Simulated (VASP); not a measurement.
Write the native input for VASP 6.6.1 that does the following.

```
Task                   : single point
Functional             : r2SCAN
Dispersion             : rVV10
Potentials or basis    : VASP PAW PBE potentials, release 64 (Sb, Ga_d)
Cutoff                 : 520 eV
k mesh                 : 8 × 8 × 8
Occupations            : fermi-dirac, width 0.05 eV
Spin                   : no spin polarisation
Dipole correction      : no
Further INCAR settings : ALGO = Normal; EDIFF = 1e-06; NBANDS = 16
```

The system is GaSb.

```
Sb Ga
1.0
     0.00000    3.07926    3.07926
     3.07926    0.00000    3.07926
     3.07926    3.07926    0.00000
Sb Ga
1 1
Direct
  0.75000 0.75000 0.75000
  0.00000 0.00000 0.00000
```

One way to write it, as run:

POSCAR

```
GaSb
1.0
    0.0000000000      3.0792588685      3.0792588685
    3.0792588685      0.0000000000      3.0792588685
    3.0792588685      3.0792588685      0.0000000000
Sb Ga
1 1
Direct
    0.7500000000      0.7500000000      0.7500000000
    0.0000000000      0.0000000000      0.0000000000
```

INCAR.step1

```
SYSTEM = GaSb
ALGO = Normal
EDIFF = 1E-4
ENCUT = 520
GGA = PE
ISMEAR = -1
LASPH = .TRUE.
LCHARG = .FALSE.
LREAL = .FALSE.
LWAVE = .TRUE.
NBANDS = 16
NELM = 100
PREC = Accurate
SIGMA = 0.05
```

INCAR.step2

```
SYSTEM = GaSb
ALGO = Normal
BPARAM = 11.95
CPARAM = 0.0093
EDIFF = 1E-6
ENCUT = 520
ISIF = 2
ISMEAR = -1
ISTART = 1
IVDW_NL = 2
LASPH = .TRUE.
LCHARG = .FALSE.
LMIXTAU = .TRUE.
LREAL = .FALSE.
LUSE_VDW = .TRUE.
LWAVE = .FALSE.
METAGGA = R2SCAN
NBANDS = 16
NELM = 100
PREC = Accurate
SIGMA = 0.05
```

KPOINTS

```
k-points
0
G
  8 8 8
  0 0 0
```

Potentials or basis: VASP PAW PBE potentials, release 64 (Sb, Ga_d).

The run is started by

```sh
$ cat potpaw_PBE.64/Sb/POTCAR potpaw_PBE.64/Ga_d/POTCAR > POTCAR
$ cp INCAR.step1 INCAR
$ mpirun -np 1 vasp_std > vasp.out
$ cp INCAR.step2 INCAR
$ mpirun -np 1 vasp_std > vasp.out
```

Results of the run:

* Pressure: -1.2 GPa
* Band gap on the k mesh: 0.30 eV, direct

Caveat: the PAW data sets were made with another functional, which shifts forces and pressure a little; spin-orbit coupling is left out, which moves the levels of the heavy elements.

Wall time 110 s on 1 thread of AMD EPYC 7R43 64-Core Processor (Zen 3), with other jobs on the host, peak memory 0.3 GiB.
